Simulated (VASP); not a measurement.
# Al2Cu: single point with LDA

The system is Al2Cu.

```
CELL_PARAMETERS angstrom
-2.01671 2.01671 2.83196
2.01671 -2.01671 2.83196
2.01671 2.01671 -2.83196
ATOMIC_POSITIONS crystal
Cu 0.50000 0.50000 0.00000
Al 0.25000 0.75000 0.50000
Al 0.75000 0.25000 0.50000
```

| Property | Result |
| --- | --- |
| Program | VASP 6.6.1 |
| Task | single point |
| Functional | LDA |
| Potentials or basis | VASP PAW LDA potentials, release 64 (Cu, Al) |
| Cutoff | 520 eV |
| k mesh | 9 × 9 × 9 |
| Occupations | fermi-dirac, width 0.05 eV |
| Spin | no spin polarisation |

| Property | Result |
| --- | --- |
| Pressure | -0.7 GPa |

Stress tensor (GPa, compression positive):
```
-0.81  0.00  0.00
 0.00 -0.81  0.00
 0.00  0.00 -0.64
```

Levels at points of the mesh, in eV from the Fermi level:
```csv
k point,band 5,band 6,band 7,band 8,band 9,band 10,band 11,band 12,band 13,band 14
"(0.00, 0.00, 0.00)",-4.17,-4.16,2.93,2.93,2.97,2.98,3.05,3.05,4.42,7.02
```

It took 42 s on 1 thread of Intel(R) Xeon(R) 6975P-C (Granite Rapids), on a shared host, peak memory 0.18 GiB.
